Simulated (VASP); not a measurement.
Wanted: the native input for a VASP 6.6.1 run.

| Item | Value |
| --- | --- |
| Task | single point |
| Functional | PBE |
| Potentials or basis | VASP PAW PBE potentials, release 64 (Zn) |
| Cutoff | 500 eV |
| k mesh | 10 × 10 × 10 |
| Occupations | fermi-dirac, width 0.05 eV |
| Spin | no spin polarisation |
| Dipole correction | no |
| Further INCAR settings | ALGO = Normal; EDIFF = 1e-06; NBANDS = 12 |

The structure of Zn lies in POSCAR:

```
Zn
1.0
    0.0000000000      1.9214730668      1.9214730668
    1.9214730668      0.0000000000      1.9214730668
    1.9214730668      1.9214730668      0.0000000000
Zn
1
Direct
    0.0000000000      0.0000000000      0.0000000000
```

This isn't the form of Zn at room conditions, which is hcp.

The input as run:

INCAR

```
SYSTEM = Zn
  ALGO = Normal
  EDIFF = 1E-6
  ENCUT = 500
  GGA = PE
  GGA_COMPAT = .FALSE.
  ISIF = 2
  ISMEAR = -1
  LASPH = .TRUE.
  LCHARG = .FALSE.
  LREAL = .FALSE.
  LWAVE = .FALSE.
  NBANDS = 12
  NELM = 120
  PREC = Accurate
  SIGMA = 0.05
```

KPOINTS

```
k-points
0
G
  10 10 10
  0 0 0
```

Potentials or basis: VASP PAW PBE potentials, release 64 (Zn).

Launch:

```console
$ cat potpaw_PBE.64/Zn/POTCAR > POTCAR
$ mpirun -np 1 vasp_std > vasp.out
```

It gave:

- Pressure: 5.5 GPa
- Band gap on the k mesh: zero (bands 6 and 7 overlap by 2.43 eV)

Caveat: the cell stands under pressure.

Run time: 3.2 s on 1 thread of Intel(R) Xeon(R) 6975P-C (Granite Rapids) (shared host), peak memory 0.12 GiB.
